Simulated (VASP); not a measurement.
# PrOs2C (P6/mmm) in VASP: single point with PBE

Aim: the single point of PrOs2C with PBE.

Everything below comes from runs of VASP 6.6.1. Logs are shortened: lines on timing, memory, paths and dates and some standing lists are left out, and cuts for length are marked.

### 1 The cell of the first run

Symmetry: P6/mmm, No. 191, hexagonal system. The conventional cell has a = 4.152 Å, b = 4.152 Å, c = 4.997 Å, α = 90.00°, β = 90.00°, γ = 120.00°. Within 3.3 Å of Pr (site symmetry 6/mmm) lie 2 C at 2.50 Å. Os (site symmetry -6m2) has 3 Os at 2.40 Å and 3 C at 2.40 Å within 3.2 Å. Within 3.2 Å of C (site symmetry 6/mmm) lie 6 Os at 2.40 Å and 2 Pr at 2.50 Å.

The cell was generated, and may not be a known phase.

### 2 Single point, PBE

Input file INCAR:

```
ALGO = Normal ; EDIFF = 1E-6
ENCUT = 520 ; GGA = PE
ISIF = 2 ; ISMEAR = 0
LASPH = T ; LCHARG = F
LREAL = F ; LWAVE = F
NBANDS = 24 ; NELM = 60
PREC = Accurate ; SIGMA = 0.1
```

Input file KPOINTS:

```
k-points
0
Gamma
  6 6 4
```

Input file POSCAR:

```
PrOs2C
1.0
    4.1515308894     -0.0000000025      0.0000000000
   -2.0757654426      3.5953312161      0.0000000000
    0.0000000000      0.0000000000      4.9973698460
Pr Os C
1 2 1
Direct
    0.0000000000      0.0000000000      0.5000000000
    0.3333333333      0.6666666667      0.0000000000
    0.6666666667      0.3333333333      0.0000000000
    0.0000000000      0.0000000000      0.0000000000
```

Potentials or basis: VASP PAW PBE potentials, release 64 (Pr, Os, C).

Started as:

```sh
> cat potpaw_PBE.64/Pr/POTCAR potpaw_PBE.64/Os/POTCAR potpaw_PBE.64/C/POTCAR > POTCAR
> mpirun -np 1 vasp_std > vasp.out
```

OUTCAR:

```text
EDIFF = 1E-6
   ENCUT = 520
   GGA = PE
   ISIF = 2
   ISMEAR = 0
   LASPH = T
   LREAL = F
   NELM = 60
   PREC = Accurate

 ion  position               nearest neighbor table
   1  0.000  0.000  0.500-   4 2.50   4 2.50   2 3.46   2 3.46   3 3.46   3 3.46   3 3.46   3 3.46
                             2 3.46   2 3.46   3 3.46   3 3.46   2 3.46   2 3.46
   2  0.333  0.667  0.000-   3 2.40   3 2.40   4 2.40   4 2.40   4 2.40   3 2.40   1 3.46   1 3.46
                             1 3.46   1 3.46   1 3.46   1 3.46
   3  0.667  0.333  0.000-   2 2.40   2 2.40   4 2.40   4 2.40   4 2.40   2 2.40   1 3.46   1 3.46
                             1 3.46   1 3.46   1 3.46   1 3.46
   4  0.000  0.000  0.000-   2 2.40   3 2.40   3 2.40   2 2.40   3 2.40   2 2.40   1 2.50   1 2.50

  LATTYP: Found a hexagonal cell.
 ALAT       =     4.1515308894
 C/A-ratio  =     1.2037414581

  Lattice vectors:

 A1 = (   4.1515308894,  -0.0000000025,   0.0000000000)
 A2 = (  -2.0757654426,   3.5953312161,   0.0000000000)
 A3 = (   0.0000000000,   0.0000000000,   4.9973698460)

Analysis of symmetry for initial positions (statically):
=====================================================================
 Subroutine PRICEL returns:
 Original cell was already a primitive cell.

 Routine SETGRP: Setting up the symmetry group for a
 hexagonal supercell.

 Subroutine GETGRP returns: Found 24 space group operations
 (whereof 24 operations were pure point group operations)
 out of a pool of 24 trial point group operations.

The static configuration has the point symmetry D_6h.

Analysis of symmetry for dynamics (positions and initial velocities):
=====================================================================
 Subroutine PRICEL returns:
 Original cell was already a primitive cell.

 Routine SETGRP: Setting up the symmetry group for a
 hexagonal supercell.

 Subroutine GETGRP returns: Found 24 space group operations
 (whereof 24 operations were pure point group operations)
 out of a pool of 24 trial point group operations.

The dynamic configuration has the point symmetry D_6h.

 Subroutine INISYM returns: Found 24 space group operations
 (whereof 24 operations are pure point group operations),
 and found     1 'primitive' translations

----------------------------------------------------------------------------------------

                                     Primitive cell

  volume of cell :      74.5914

  direct lattice vectors                    reciprocal lattice vectors
     4.151530889 -0.000000003  0.000000000     0.240874999  0.139069246  0.000000000
    -2.075765443  3.595331216  0.000000000     0.000000000  0.278138491  0.000000000
     0.000000000  0.000000000  4.997369846     0.000000000  0.000000000  0.200105262

  length of vectors
     4.151530889  4.151530889  4.997369846     0.278138491  0.278138491  0.200105262

  position of ions in fractional coordinates (direct lattice)
     0.000000000  0.000000000  0.500000000
     0.333333333  0.666666667  0.000000000
     0.666666667  0.333333333  0.000000000
     0.000000000  0.000000000  0.000000000

  ion indices of the primitive-cell ions
   primitive index   ion index
                 1           1
                 2           2
                 3           3
                 4           4

----------------------------------------------------------------------------------------

 KPOINTS: k-points

Automatic generation of k-mesh.
 Grid dimensions read from file:
 generate k-points for:    6    6    4

 Generating k-lattice:

  Cartesian coordinates                     Fractional coordinates (reciprocal lattice)
     0.040145833  0.023178208  0.000000000     0.166666667  0.000000000  0.000000000
     0.000000000  0.046356415  0.000000000     0.000000000  0.166666667  0.000000000
     0.000000000  0.000000000  0.050026315     0.000000000  0.000000000  0.250000000

  Length of vectors
     0.046356415  0.046356415  0.050026315

  Shift w.r.t. Gamma in fractional coordinates (k-lattice)
     0.000000000  0.000000000  0.000000000

 Subroutine IBZKPT returns following result:
 ===========================================

 Found     21 irreducible k-points:

 Following reciprocal coordinates:
            Coordinates               Weight
  0.000000  0.000000  0.000000      1.000000
  0.166667  0.000000  0.000000      6.000000
  0.333333  0.000000  0.000000      6.000000
  0.500000  0.000000  0.000000      3.000000
  0.166667  0.166667  0.000000      6.000000
  0.333333  0.166667  0.000000     12.000000
[... 13 lines left out ...]
  0.333333  0.166667  0.500000     12.000000
  0.333333  0.333333  0.500000      2.000000
   k-points           NKPTS =     21   k-points in BZ     NKDIM =     21   number of bands    NBANDS=     24
   number of dos      NEDOS =    301   number of ions     NIONS =      4
   total plane-waves  NPLWV =  40960
   dimension x,y,z NGX =    32 NGY =   32 NGZ =   40
   dimension x,y,z NGXF=    64 NGYF=   64 NGZF=   80
   ions per type =               1   2   1
   NGX,Y,Z   is equivalent  to a cutoff of  12.81, 12.81, 13.31 a.u.
   NGXF,Y,Z  is equivalent  to a cutoff of  25.63, 25.63, 26.61 a.u.
 SYSTEM =  unknown system
   PREC   = accura    normal or accurate (medium, high low for compatibility)
   ISTART =      0    job   : 0-new  1-cont  2-samecut
   ICHARG =      2    charge: 1-file 2-atom 10-const
   ISPIN  =      1    spin polarized calculation?
   LNONCOLLINEAR =      F non collinear calculations
   LSORBIT =      F    spin-orbit coupling
   LASPH  =      T    aspherical Exc in radial PAW
   ENCUT  =  520.0 eV  38.22 Ry    6.18 a.u.   7.72  7.72  9.29*2*pi/ulx,y,z
   NELM   =     60;   NELMIN=  2; NELMDL= -5     # of ELM steps
   EDIFF  = 0.1E-05   stopping-criterion for ELM
   LREAL  =      F    real-space projection
   EDIFFG = 0.1E-04   stopping-criterion for IOM
   NSW    =      0    number of steps for IOM
   IBRION =     -1    ionic relax: 0-MD 1-quasi-New 2-CG
   NFREE  =      0    steps in history (QN), initial steepest desc. (CG)
   ISIF   =      2    stress and relaxation
   ISYM   =      2    0-nonsym 1-usesym 2-fastsym
   POTIM  = 0.5000    time-step for ionic-motion
   TEBEG  =    0.0;   TEEND  =   0.0 temperature during run
   PSTRESS=    0.0 pullay stress
   NELECT =      33.0000    total number of electrons
   NUPDOWN=      -1.0000    fix difference up-down
   EMIN   =  10.00;   EMAX   =-10.00  energy-range for DOS
   EFERMI =   0.00;   METHOD = LEGACY
   ISMEAR =     0;   SIGMA  =   0.10  broadening in eV -4-tet -1-fermi 0-gaus
   EFERMI_NEDOS =   21; number of points for ismear=-14 and -15
   IALGO  =     38    algorithm
   IMIX   =      4    mixing-type and parameters
     AMIX     =   0.40;   BMIX     =  1.00
     AMIX_MAG =   1.60;   BMIX_MAG =  1.00
  volume/ion in A,a.u.               =      18.65       125.84
  Fermi-wavevector in a.u.,A,eV,Ry     =   1.247431  2.357303 21.171815  1.556084
  Thomas-Fermi vector in A             =   2.381564
   LORBIT       =      0    0 simple, 1 ext, 2 COOP (PROOUT), +10 PAW based schemes
   GGA     = PE    functional components
   LHFCALC =     F    Hartree Fock is set to
   AEXX    =    0.0000 exact exchange contribution
   IVDW    =     0    specifies the selected vdW correction
   LEPSILON=     F    determine dielectric tensor
   LRPA    =     F    only Hartree local field effects (RPA)
 non-spin polarized calculation
 Gauss-broadening in eV      SIGMA  =   0.10
  energy-cutoff  :      520.00
  volume of cell :       74.59
 maximum number of plane-waves:      2035
 NGX is ok and might be reduce to    32
   NGX = 15   NGY = 15   NGZ = 19

 number of electron      33.0000000 magnetization

 Free energy of the ion-electron system (eV)
  ---------------------------------------------------
  ext. energy  EPLUGINS =         0.00000000
  ---------------------------------------------------
  free energy    TOTEN  =       -34.90371440 eV

  energy without entropy =      -34.80876576  energy(sigma->0) =      -34.85624008

 E-fermi :   6.6764     XC(G=0): -11.4660

 val. band max:        6.6670434345   @ k =   0.3333   0.3333   0.0000
 cond. band min:       6.6770023098   @ k =   0.0000   0.0000   0.5000
 fundamental gap:      0.0099588753
 Fermi energy:         6.6764409864

 k-point     1 :       0.0000    0.0000    0.0000
  band No.  band energies     occupation
      1     -29.0110      2.00000
      2     -11.1627      2.00000
      3     -10.9233      2.00000
      4     -10.9233      2.00000
      5      -5.9023      2.00000
      6       0.7542      2.00000
[... 16 lines left out ...]
     23       7.1361      0.00000
     24       7.1559      0.00000

 k-point     2 :       0.1667    0.0000    0.0000
  band No.  band energies     occupation
      1     -29.0053      2.00000
      2     -11.1555      2.00000
      3     -11.0092      2.00000
      4     -10.9414      2.00000
      5      -5.5961      2.00000
      6      -0.1308      2.00000
[... 16 lines left out ...]
     23       7.1389      0.00000
     24       7.1841      0.00000

 k-point     3 :       0.3333    0.0000    0.0000
  band No.  band energies     occupation
      1     -28.9938      2.00000
      2     -11.1730      2.00000
      3     -11.1416      2.00000
      4     -10.9771      2.00000
      5      -5.0072      2.00000
      6      -0.7206      2.00000
[... 16 lines left out ...]
     23       7.8107      0.00000
     24       8.1457      0.00000
[... 433 lines left out ...]
 k-point    20 :       0.3333    0.1667    0.5000
  band No.  band energies     occupation
      1     -28.9868      2.00000
      2     -11.3403      2.00000
      3     -11.1865      2.00000
      4     -11.0362      2.00000
      5      -3.8297      2.00000
      6      -0.5372      2.00000
[... 16 lines left out ...]
     23       7.0194      0.00000
     24       7.4246      0.00000

 k-point    21 :       0.3333    0.3333    0.5000
  band No.  band energies     occupation
      1     -28.9841      2.00000
      2     -11.3290      2.00000
      3     -11.1358      2.00000
      4     -11.1358      2.00000
      5      -3.8878      2.00000
      6       0.8013      2.00000
[... 16 lines left out ...]
     23       7.0309      0.00000
     24       7.8589      0.00000

------------------------ aborting loop because EDIFF is reached ----------------------------------------

  FORCE on cell =-STRESS in cart. coord.  units (eV):
  Direction    XX          YY          ZZ          XY          YZ          ZX
  --------------------------------------------------------------------------------------
  -------------------------------------------------------------------------------------
  Total       -0.6437622     -0.6437622     -6.1585979      0.0000000      0.0000000      0.0000000
  in kB      -13.8276179    -13.8276179   -132.2829161      0.0000000      0.0000000      0.0000000
  external PRESSURE =     -53.3127173 kB  Pullay stress =       0.0000000 kB

 VOLUME and BASIS-vectors are now :
 -----------------------------------------------------------------------------
  energy-cutoff  :      520.00
  volume of cell :       74.59
      direct lattice vectors                 reciprocal lattice vectors
     4.151530889 -0.000000003  0.000000000     0.240874999  0.139069246  0.000000000
    -2.075765443  3.595331216  0.000000000     0.000000000  0.278138491  0.000000000
     0.000000000  0.000000000  4.997369846     0.000000000  0.000000000  0.200105262

 POSITION                                       TOTAL-FORCE (eV/Angst)
 -----------------------------------------------------------------------------------
      0.00000      0.00000      2.49868        -0.000000     -0.000000      0.000000
      0.00000      2.39689      0.00000         0.000000     -0.000000      0.000000
      2.07577      1.19844      0.00000         0.000000      0.000000      0.000000
      0.00000      0.00000      0.00000        -0.000000     -0.000000      0.000000
 -----------------------------------------------------------------------------------
    total drift:                               -0.000000      0.000000     -0.000000

  FREE ENERGIE OF THE ION-ELECTRON SYSTEM (eV)
  ---------------------------------------------------
  free  energy   TOTEN  =       -34.9037143966 eV

  energy  without entropy=      -34.8087657594  energy(sigma->0) =      -34.85624008
```

It took 3.8 min on 1 thread of Oxide Virtual Turin-like, shared host; peak memory 0.19 GiB.

Results:

```yaml
Free_energy: -34.9037 eV
Pressure: -5.3 GPa
Band_gap_on_the_k_mesh: zero (an odd number of electrons rules out a gap without spin polarisation)
```

Caveat: the stress differs along the axes, from -13 to -1 GPa; spin-orbit coupling is left out, which moves the levels of the heavy elements; semilocal functionals describe open f shells poorly, which spoils levels, moments and volumes. Spin polarisation is off, so any magnetic state and its effect on volume and gap are missing.
